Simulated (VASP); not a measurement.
# Al12HC in VASP: single point with PBEsol

Aim: the single point of Al12HC with PBEsol.

All numbers are computed with VASP 6.6.1; they aren't measurements. Logs are shortened: lines on timing, memory, paths and dates and some standing lists are left out, and cuts for length are marked.

### Step 1. The cell of the first run

The cell holds a slab with vacuum, 14 atoms: a = 5.728 Å, b = 5.728 Å, c = 16.677 Å, α = 90.00°, β = 90.00°, γ = 60.00°.

### Step 2. Single point, PBEsol

INCAR reads:

```
ALGO = Normal
EDIFF = 1E-6
ENCUT = 520
GGA = PS
ISIF = 2
ISMEAR = -1
LASPH = T
LCHARG = T
LELF = T
LREAL = F
LVHAR = T
LWAVE = F
NBANDS = 34
NELM = 60
PREC = Accurate
SIGMA = 0.05
```

KPOINTS reads:

```
k-points
0
Gamma
  4 4 1
```

POSCAR reads:

```
Al12HC
1.0
    5.7275650000      0.0000000000      0.0000000000
    2.8637820000      4.9602170000      0.0000000000
    0.0000000000      0.0000000000     16.6765370000
Al C H
12 1 1
Direct
    0.1666667000      0.1666667000      0.0599645000
    0.6666667000      0.1666667000      0.0599645000
    0.1666667000      0.6666667000      0.0599645000
    0.6666667000      0.6666667000      0.0599645000
   -0.1667428053      0.3332434777      0.1963316056
    0.3336226445      0.3325279384      0.1967006493
   -0.1674413260      0.8336064453      0.1967035923
    0.3339639245      0.8339631583      0.1967545646
   -0.0066395062      0.0153229712      0.3382272755
    0.5005159043      0.0004801081      0.3264061946
   -0.0064326495      0.4935395693      0.3380968684
    0.5153663800      0.4933379818      0.3382433199
    0.1674941974      0.6674358449      0.3948370978
    0.1672791169      0.6672931378      0.4610453138
```

Potentials or basis: VASP PAW PBE potentials, release 64 (Al, C, H).

Command:

```sh
> cat potpaw_PBE.64/Al/POTCAR potpaw_PBE.64/C/POTCAR potpaw_PBE.64/H/POTCAR > POTCAR
> mpirun -np 1 vasp_std > vasp.out
```

OUTCAR:

```text
EDIFF = 1E-6
   ENCUT = 520
   GGA = PS
   ISIF = 2
   ISMEAR = -1
   LASPH = T
   LREAL = F
   NELM = 60
   PREC = Accurate

 ion  position               nearest neighbor table
   1  0.167  0.167  0.060-   5 2.81   6 2.82   8 2.82   3 2.86   3 2.86   2 2.86   2 2.86   4 2.86
                             4 2.86
   2  0.667  0.167  0.060-   5 2.81   6 2.82   7 2.82   4 2.86   4 2.86   1 2.86   1 2.86   3 2.86
                             3 2.86
   3  0.167  0.667  0.060-   7 2.82   6 2.82   8 2.82   1 2.86   1 2.86   4 2.86   4 2.86   2 2.86
                             2 2.86
   4  0.667  0.667  0.060-   5 2.81   7 2.82   8 2.82   2 2.86   2 2.86   3 2.86   3 2.86   1 2.86
                             1 2.86
   5  0.833  0.333  0.196-   2 2.81   1 2.81   4 2.81   9 2.84  12 2.84  11 2.85   7 2.86   6 2.86
                             8 2.86   6 2.86   8 2.86   7 2.86
   6  0.334  0.333  0.197-  10 2.72   1 2.82   2 2.82   3 2.82   8 2.85   7 2.86   5 2.86   5 2.86
                             7 2.87   8 2.87  11 2.90  12 2.91
   7  0.833  0.834  0.197-  10 2.72   4 2.82   2 2.82   3 2.82   8 2.85   6 2.86   5 2.86   5 2.86
                             6 2.87   8 2.87  11 2.90   9 2.91
   8  0.334  0.834  0.197-  10 2.72   4 2.82   1 2.82   3 2.82   6 2.85   7 2.85   5 2.86   5 2.86
                             7 2.87   6 2.87   9 2.90  12 2.90
   9  0.993  0.015  0.338-  13 1.97  12 2.74  11 2.74   5 2.84  10 2.87  10 2.87   8 2.90   7 2.91
                            11 2.99  12 2.99
  10  0.501  0.000  0.326-   7 2.72   6 2.72   8 2.72  12 2.87   9 2.87  11 2.87  11 2.87   9 2.87
                            12 2.87
  11  0.994  0.494  0.338-  13 1.97  12 2.74   9 2.74   5 2.85  10 2.87  10 2.87   7 2.90   6 2.90
                             9 2.99  12 2.99
  12  0.515  0.493  0.338-  13 1.97   9 2.74  11 2.74   5 2.84  10 2.87  10 2.87   8 2.90   6 2.91
                            11 2.99   9 2.99
  13  0.167  0.667  0.395-  14 1.10  12 1.97   9 1.97  11 1.97
  14  0.167  0.667  0.461-  13 1.10

  LATTYP: Found a hexagonal cell.
 ALAT       =     5.7275649303
 C/A-ratio  =     2.9116277516

  Lattice vectors:

 A1 = (  -2.8637820000,  -4.9602170000,   0.0000000000)
 A2 = (   5.7275650000,   0.0000000000,   0.0000000000)
 A3 = (   0.0000000000,   0.0000000000,  16.6765370000)

Analysis of symmetry for initial positions (statically):
=====================================================================
 Subroutine PRICEL returns:
 Original cell was already a primitive cell.

 Routine SETGRP: Setting up the symmetry group for a
 hexagonal supercell.

 Subroutine GETGRP returns: Found  1 space group operations
 (whereof  1 operations were pure point group operations)
 out of a pool of 24 trial point group operations.

The static configuration has the point symmetry C_1 .

Analysis of symmetry for dynamics (positions and initial velocities):
=====================================================================
 Subroutine PRICEL returns:
 Original cell was already a primitive cell.

 Routine SETGRP: Setting up the symmetry group for a
 hexagonal supercell.

 Subroutine GETGRP returns: Found  1 space group operations
 (whereof  1 operations were pure point group operations)
 out of a pool of 24 trial point group operations.

The dynamic configuration has the point symmetry C_1 .

 Subroutine INISYM returns: Found  1 space group operations
 (whereof  1 operations are pure point group operations),
 and found     1 'primitive' translations

----------------------------------------------------------------------------------------

                                     Primitive cell

  volume of cell :     473.7798

  direct lattice vectors                    reciprocal lattice vectors
     5.727565000  0.000000000  0.000000000     0.174594265 -0.100802024  0.000000000
     2.863782000  4.960217000  0.000000000     0.000000000  0.201604083  0.000000000
     0.000000000  0.000000000 16.676537000     0.000000000  0.000000000  0.059964488

  length of vectors
     5.727565000  5.727564930 16.676537000     0.201604081  0.201604083  0.059964488

  position of ions in fractional coordinates (direct lattice)
     0.166666700  0.166666700  0.059964500
     0.666666700  0.166666700  0.059964500
     0.166666700  0.666666700  0.059964500
[... 42 lines left out ...]
     0.000000000  0.000000000  0.059964488     0.000000000  0.000000000  1.000000000

  Length of vectors
     0.050401020  0.050401021  0.059964488

  Shift w.r.t. Gamma in fractional coordinates (k-lattice)
     0.000000000  0.000000000  0.000000000

 Subroutine IBZKPT returns following result:
 ===========================================

 Found     10 irreducible k-points:

 Following reciprocal coordinates:
            Coordinates               Weight
  0.000000  0.000000  0.000000      1.000000
  0.250000 -0.000000  0.000000      2.000000
  0.250000  0.250000  0.000000      2.000000
  0.000000  0.250000  0.000000      2.000000
  0.500000 -0.000000  0.000000      1.000000
  0.500000  0.500000  0.000000      1.000000
  0.000000  0.500000  0.000000      1.000000
  0.500000  0.250000  0.000000      2.000000
  0.250000  0.500000  0.000000      2.000000
 -0.250000  0.250000  0.000000      2.000000
   k-points           NKPTS =     10   k-points in BZ     NKDIM =     10   number of bands    NBANDS=     34
   number of dos      NEDOS =    301   number of ions     NIONS =     14
   total plane-waves  NPLWV = 290304
   dimension x,y,z NGX =    48 NGY =   48 NGZ =  126
   dimension x,y,z NGXF=    96 NGYF=   96 NGZF=  252
   ions per type =              12   1   1
   NGX,Y,Z   is equivalent  to a cutoff of  13.93, 13.93, 12.56 a.u.
   NGXF,Y,Z  is equivalent  to a cutoff of  27.86, 27.86, 25.12 a.u.
 SYSTEM =  unknown system
   PREC   = accura    normal or accurate (medium, high low for compatibility)
   ISTART =      0    job   : 0-new  1-cont  2-samecut
   ICHARG =      2    charge: 1-file 2-atom 10-const
   ISPIN  =      1    spin polarized calculation?
   LNONCOLLINEAR =      F non collinear calculations
   LSORBIT =      F    spin-orbit coupling
   LASPH  =      T    aspherical Exc in radial PAW
   ENCUT  =  520.0 eV  38.22 Ry    6.18 a.u.  10.65 10.65 31.01*2*pi/ulx,y,z
   NELM   =     60;   NELMIN=  2; NELMDL= -5     # of ELM steps
   EDIFF  = 0.1E-05   stopping-criterion for ELM
   LREAL  =      F    real-space projection
   EDIFFG = 0.1E-04   stopping-criterion for IOM
   NSW    =      0    number of steps for IOM
   IBRION =     -1    ionic relax: 0-MD 1-quasi-New 2-CG
   NFREE  =      0    steps in history (QN), initial steepest desc. (CG)
   ISIF   =      2    stress and relaxation
   ISYM   =      2    0-nonsym 1-usesym 2-fastsym
   POTIM  = 0.5000    time-step for ionic-motion
   TEBEG  =    0.0;   TEEND  =   0.0 temperature during run
   PSTRESS=    0.0 pullay stress
   NELECT =      41.0000    total number of electrons
   NUPDOWN=      -1.0000    fix difference up-down
   EMIN   =  10.00;   EMAX   =-10.00  energy-range for DOS
   EFERMI =   0.00;   METHOD = LEGACY
   ISMEAR =    -1;   SIGMA  =   0.05  broadening in eV -4-tet -1-fermi 0-gaus
   EFERMI_NEDOS =   21; number of points for ismear=-14 and -15
   IALGO  =     38    algorithm
   IMIX   =      4    mixing-type and parameters
     AMIX     =   0.40;   BMIX     =  1.00
     AMIX_MAG =   1.60;   BMIX_MAG =  1.00
  volume/ion in A,a.u.               =      33.84       228.37
  Fermi-wavevector in a.u.,A,eV,Ry     =   0.724120  1.368389  7.134213  0.524350
  Thomas-Fermi vector in A             =   1.814509
   LORBIT       =      0    0 simple, 1 ext, 2 COOP (PROOUT), +10 PAW based schemes
   GGA     = PS    functional components
   LHFCALC =     F    Hartree Fock is set to
   AEXX    =    0.0000 exact exchange contribution
   IVDW    =     0    specifies the selected vdW correction
   LEPSILON=     F    determine dielectric tensor
   LRPA    =     F    only Hartree local field effects (RPA)
 non-spin polarized calculation
  energy-cutoff  :      520.00
  volume of cell :      473.78
 maximum number of plane-waves:     12795
 NGX is ok and might be reduce to    48
   NGX = 21   NGY = 21   NGZ = 63

 number of electron      41.0000000 magnetization

 Free energy of the ion-electron system (eV)
  ---------------------------------------------------
  ext. energy  EPLUGINS =         0.00000000
  ---------------------------------------------------
  free energy    TOTEN  =       -58.43249697 eV

  energy without entropy =      -58.37169325  energy(sigma->0) =      -58.40209511

 E-fermi :   1.0979     XC(G=0):  -5.5019

 val. band max:        1.0857278827   @ k =   0.2500  -0.0000   0.0000
 cond. band min:       1.2630533166   @ k =   0.0000   0.2500   0.0000
 fundamental gap:      0.1773254339
 Fermi energy:         1.0978645709

 k-point     1 :       0.0000    0.0000    0.0000
  band No.  band energies     occupation
      1     -10.7233      2.00000
      2      -9.1679      2.00000
      3      -7.2968      2.00000
      4      -4.7891      2.00000
      5      -4.1638      2.00000
      6      -3.7112      2.00000
[... 339 lines left out ...]
     31       4.5216      0.00000
     32       4.8153      0.00000
 [bands above 32 left out]

------------------------ aborting loop because EDIFF is reached ----------------------------------------

  FORCE on cell =-STRESS in cart. coord.  units (eV):
  Direction    XX          YY          ZZ          XY          YZ          ZX
  --------------------------------------------------------------------------------------
  -------------------------------------------------------------------------------------
  Total       -3.0194526     -3.0372320      0.0769580      0.0132835     -0.0213004     -0.0405161
  in kB      -10.2108577    -10.2709822      0.2602483      0.0449207     -0.0720314     -0.1370128
  external PRESSURE =      -6.7405305 kB  Pullay stress =       0.0000000 kB

 VOLUME and BASIS-vectors are now :
 -----------------------------------------------------------------------------
  energy-cutoff  :      520.00
  volume of cell :      473.78
      direct lattice vectors                 reciprocal lattice vectors
     5.727565000  0.000000000  0.000000000     0.174594265 -0.100802024  0.000000000
     2.863782000  4.960217000  0.000000000     0.000000000  0.201604083  0.000000000
     0.000000000  0.000000000 16.676537000     0.000000000  0.000000000  0.059964488

 POSITION                                       TOTAL-FORCE (eV/Angst)
 -----------------------------------------------------------------------------------
      1.43189      0.82670      1.00000        -0.040467      0.024598      0.039876
      4.29567      0.82670      1.00000         0.042006      0.024118      0.040855
      2.86378      3.30681      1.00000         0.001317      0.000763     -0.132555
      5.72756      3.30681      1.00000         0.001180     -0.047340      0.040025
      5.72687      1.65296      3.27413        -0.000747     -0.000065     -0.001365
      2.86313      1.64941      3.28029         0.006261      0.004039     -0.000960
      7.15580      4.13487      3.28033         0.006116      0.003237     -0.001597
      4.30109      4.13664      3.28118        -0.005553     -0.003652     -0.001132
      5.73342      0.07601      5.64046        -0.002812      0.003031     -0.006833
      2.86811      0.00238      5.44332         0.003301      0.002050      0.005273
      7.10411      2.44806      5.63828        -0.005655     -0.003408      0.001469
      4.36461      2.44706      5.64073         0.002144     -0.004775     -0.008302
      2.87072      3.31063      6.58452        -0.007008     -0.002481      0.011857
      2.86908      3.30992      7.68864        -0.000085     -0.000114      0.013389
 -----------------------------------------------------------------------------------
    total drift:                                0.000004      0.000000     -0.000037

  FREE ENERGIE OF THE ION-ELECTRON SYSTEM (eV)
  ---------------------------------------------------
  free  energy   TOTEN  =       -58.4324969689 eV

  energy  without entropy=      -58.3716932490  energy(sigma->0) =      -58.40209511
```

Run time: 8.6 min. Hardware: 1 thread of AMD EPYC 7R13 (Zen 3), shared host; peak memory 0.64 GiB.

What came out:

- Free energy: -58.4325 eV
- Largest force: 0.133 eV/Å

Forces in eV/Å, atoms in the order of the input:
```
Al  -0.040  0.025  0.040
Al   0.042  0.024  0.041
Al   0.001  0.001 -0.133
Al   0.001 -0.047  0.040
Al  -0.001  0.000 -0.001
Al   0.006  0.004 -0.001
Al   0.006  0.003 -0.002
Al  -0.006 -0.004 -0.001
Al  -0.003  0.003 -0.007
Al   0.003  0.002  0.005
Al  -0.006 -0.003  0.001
Al   0.002 -0.005 -0.008
C   -0.007 -0.002  0.012
H    0.000  0.000  0.013
```

Caveat: the PAW data sets were made with another functional, which shifts forces and pressure a little.
